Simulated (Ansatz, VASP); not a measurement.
SiO2 in VASP and in Ansatz

```
CELL_PARAMETERS angstrom
7.46400 0.00000 0.00000
0.00000 7.46400 0.00000
0.00000 0.00000 8.62000
ATOMIC_POSITIONS crystal
Si 0.43012 0.43012 0.00000
Si 0.06988 0.93012 0.25000
Si 0.56988 0.56988 0.50000
Si 0.93012 0.06988 0.75000
Si 0.37407 0.15218 0.23440
Si 0.34782 0.87407 0.48440
Si 0.62593 0.84782 0.73440
Si 0.65218 0.12593 0.98440
Si 0.87407 0.34782 0.51560
Si 0.84782 0.62593 0.26560
Si 0.12593 0.65218 0.01560
Si 0.15218 0.37407 0.76560
O 0.37043 0.35891 0.17462
O 0.14109 0.87043 0.42462
O 0.62957 0.64109 0.67462
O 0.85891 0.12957 0.92462
O 0.87043 0.14109 0.57538
O 0.64109 0.62957 0.32538
O 0.12957 0.85891 0.07538
O 0.35891 0.37043 0.82538
O 0.15108 0.13017 0.22632
O 0.36983 0.65108 0.47632
O 0.84892 0.86983 0.72632
O 0.63017 0.34892 0.97632
O 0.65108 0.36983 0.52368
O 0.86983 0.84892 0.27368
O 0.34892 0.63017 0.02368
O 0.13017 0.15108 0.77368
O 0.42468 0.05378 0.39623
O 0.44622 0.92468 0.64623
O 0.57532 0.94622 0.89623
O 0.55378 0.07532 0.14623
O 0.92468 0.44622 0.35377
O 0.94622 0.57532 0.10377
O 0.07532 0.55378 0.85377
O 0.05378 0.42468 0.60377
```

Alike in both runs: functional PBE; k mesh 5 × 5 × 4; occupations fermi-dirac, width 0.05 eV; no spin polarisation.

Ansatz relaxed the structure, and its values are those at the end. VASP's run is a single point on that final structure, the one shown.

```csv
,VASP,Ansatz
version,VASP 6.6.1,Ansatz 0.2.0
potentials or method,"VASP PAW PBE potentials, release 64 (Si, O)","plane-wave PAW, scalar-relativistic"
plane-wave cutoff (eV),520,420
valence electrons in the cell,192,192
```

|  | VASP | Ansatz | Ansatz less VASP |
| --- | --- | --- | --- |
| gap on the k mesh at the Fermi level (eV) | 4.30 | 4.32 | +0.018 |
| pressure (GPa) | 6.9 | 6.6 | -0.33 |
| rms of the force components (eV/Å) | 0.016 | 0.004 | -0.0122 |

Ansatz's warnings: stress scf threshold loose.
